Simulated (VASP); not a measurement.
Set up this calculation in VASP 6.6.1, as the native input.

| Quantity | Value |
| --- | --- |
| Task | single point |
| Functional | PBEsol |
| Potentials or basis | VASP PAW PBE potentials, release 64 (Mn_pv, Mg, S) |
| Cutoff | 520 eV |
| k mesh | 3 × 3 × 3 |
| Occupations | gaussian, width 0.05 eV |
| Spin | collinear spin, ferromagnetic start |
| Starting moments | [3.19, 0.0, 0.0, 0.0, 0.0, 0.0, 0.0, 0.01, 0.0, 0.01, -0.04, -0.04, -0.04, -0.04, 0.01, 0.0] μB |
| Hubbard terms | Mn d U = 3.5 eV |
| Dipole correction | no |
| Further INCAR settings | LREAL = Auto; ALGO = Normal; EDIFF = 1e-06; NBANDS = 56 |

The structure of Mg7MnS8 lies in POSCAR:

```
Mg7MnS8
1.0
    0.0000000000      5.2033000000      5.2033000000
    5.2033000000      0.0000000000      5.2033000000
    5.2033000000      5.2033000000      0.0000000000
Mn Mg S
1 7 8
Direct
    0.0000000000      0.0000000000      0.0000000000
    0.0000000000      0.0000000000      0.5000000000
    0.0000000000      0.5000000000      0.0000000000
    0.0000000000      0.5000000000      0.5000000000
    0.5000000000      0.0000000000      0.0000000000
    0.5000000000      0.0000000000      0.5000000000
    0.5000000000      0.5000000000      0.0000000000
    0.5000000000      0.5000000000      0.5000000000
    0.2500000000      0.2500000000      0.2500000000
    0.2500000000      0.2500000000      0.7500000000
    0.2500000000      0.7500000000      0.2500000000
    0.2500000000      0.7500000000      0.7500000000
    0.7500000000      0.2500000000      0.2500000000
    0.7500000000      0.2500000000      0.7500000000
    0.7500000000      0.7500000000      0.2500000000
    0.7500000000      0.7500000000      0.7500000000
```

The input as run:

INCAR

```
SYSTEM = Mg7MnS8
PREC = Accurate ; ENCUT = 520
EDIFF = 1E-6 ; ISMEAR = 0
SIGMA = 0.05 ; LREAL = Auto
LASPH = .True. ; NELM = 150
ALGO = Normal ; ISIF = 2
LWAVE = .False. ; LCHARG = .False.
ISPIN = 2 ; MAGMOM = 3.19 0 0 0 0 0 0 0.01 0 0.01 -0.04 -0.04 -0.04 -0.04 0.01 0
LORBIT = 11 ; LMAXMIX = 4
LDAU = .True. ; LDAUTYPE = 2
LDAUL = 2 -1 -1 ; LDAUU = 3.5 0 0
LDAUJ = 0 0 0 ; LDAUPRINT = 1
GGA = PS ; NBANDS = 56
```

KPOINTS

```
regular mesh
0
Gamma
  3 3 3
  0 0 0
```

Potentials or basis: VASP PAW PBE potentials, release 64 (Mn_pv, Mg, S).

The run is started by

```bash
$ cat potpaw_PBE.64/Mn_pv/POTCAR potpaw_PBE.64/Mg/POTCAR potpaw_PBE.64/S/POTCAR > POTCAR
$ mpirun -np 1 vasp_std > vasp.out
```

It gave:

```yaml
Pressure: -1.1 GPa
Band_gap_on_the_k_mesh: 2.06 eV
Net_moment: 5.00 μB per cell
Site_moments: Mn +4.51; Mg +0.00, +0.01 (each value once); S +0.00, +0.02 (each value once) μB
Valence_electrons_inside_the_program's_atomic_spheres: Mn 11.29; Mg 0.30, 0.31 (each value once); S 3.79, 3.78 (each value once)
```

Caveat: the PAW data sets were made with another functional, which shifts forces and pressure a little; a cell with one magnetic atom can't hold antiferromagnetic order, which such compounds often take.

Run time: 7.2 min on 1 thread of Intel(R) Xeon(R) Platinum 8488C (Sapphire Rapids), on a shared host, peak memory 0.6 GiB.
